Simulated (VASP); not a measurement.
BAs: single point with PBE

BAs:

```
B As
1.0
     0.00000    2.39187    2.39187
     2.39187    0.00000    2.39187
     2.39187    2.39187    0.00000
B As
1 1
Cartesian
  0.0000 0.0000 0.0000
  1.1959 1.1959 1.1959
```

| Item | Value |
| --- | --- |
| Program | VASP 6.6.1 |
| Task | single point |
| Functional | PBE |
| Potentials or basis | VASP PAW PBE potentials, release 64 (B, As) |
| Cutoff | 520 eV |
| k mesh | 8 × 8 × 8 |
| Occupations | gaussian, width 0.01 eV |
| Spin | no spin polarisation |

The pressure is 2.8 GPa. The band gap on the k mesh is 1.19 eV, indirect (least direct gap 3.27 eV).

Levels at points of the mesh, in eV from the valence-band top:
| k point | band 1 | band 2 | band 3 | band 4 | band 5 | band 6 | band 7 | band 8 |
| --- | --- | --- | --- | --- | --- | --- | --- | --- |
| (0.00, 0.00, 0.00) | -15.36 | 0.00 | 0.00 | 0.00 | 3.27 | 3.27 | 3.27 | 4.63 |
| (0.50, 0.00, 0.00) | -12.51 | -8.76 | -1.81 | -1.81 | 2.67 | 4.78 | 4.78 | 8.86 |
| (0.50, 0.50, 0.00) | -11.20 | -8.51 | -4.06 | -4.06 | 1.43 | 1.45 | 11.33 | 11.33 |

It took 6.7 s on 1 thread of AMD EPYC 9R45 96-Core Processor (Zen 5) (shared host), peak memory 0.13 GiB.

A k mesh can miss the band edges.
